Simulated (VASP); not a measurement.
## InP: single point with PBEsol

InP:

```
CELL_PARAMETERS angstrom
8.28871 0.00000 0.00000
4.14435 7.17823 0.00000
4.14435 2.39274 6.76770
ATOMIC_POSITIONS crystal
In 0.00000 0.00000 0.00000
In 0.00000 0.00000 0.50000
In 0.00000 0.50000 0.00000
In 0.00000 0.50000 0.50000
In 0.50000 0.00000 0.00000
In 0.50000 0.00000 0.50000
In 0.50000 0.50000 0.00000
In 0.50000 0.50000 0.50000
P 0.12500 0.12500 0.12500
P 0.12500 0.12500 0.62500
P 0.12500 0.62500 0.12500
P 0.12500 0.62500 0.62500
P 0.62500 0.12500 0.12500
P 0.62500 0.12500 0.62500
P 0.62500 0.62500 0.12500
P 0.62500 0.62500 0.62500
```

- Program: VASP 6.6.1
- Task: single point
- Functional: PBEsol
- Potentials or basis: VASP PAW PBE potentials, release 64 (In_d, P)
- Cutoff: 500 eV
- k mesh: 2 × 2 × 2
- Occupations: gaussian, width 0.01 eV
- Spin: no spin polarisation
- Dipole correction: no
- Further INCAR settings: ALGO = Normal; EDIFF = 1e-06; NBANDS = 86

```
Pressure               : 0.8 GPa
Band gap on the k mesh : 0.60 eV
```

Levels at points of the mesh, in eV from the valence-band top:
| k point | band 70 | band 71 | band 72 | band 73 | band 74 | band 75 |
| --- | --- | --- | --- | --- | --- | --- |
| (0.00, 0.00, 0.00) | 0.00 | 0.00 | 0.00 | 0.60 | 1.38 | 1.38 |
| (0.50, 0.00, 0.00) | -0.57 | -0.57 | -0.57 | 1.68 | 1.68 | 2.42 |
| (0.50, 0.50, 0.00) | -1.05 | -1.05 | -1.05 | 2.34 | 2.34 | 2.91 |

Run time: 4.9 min on 1 thread of Intel(R) Xeon(R) Platinum 8259CL CPU @ 2.50GHz (Skylake/Cascade Lake), with other jobs on the host, peak memory 0.52 GiB.

Caveat: the k points lie up to 0.46 Å⁻¹ apart; semilocal functionals underestimate gaps, and a narrow one can read as zero; the PAW data sets were made with another functional, which shifts forces and pressure a little; spin-orbit coupling is left out, which moves the levels of the heavy elements. Expect the measured gap to be larger: semilocal functionals such as PBEsol lack the derivative discontinuity.
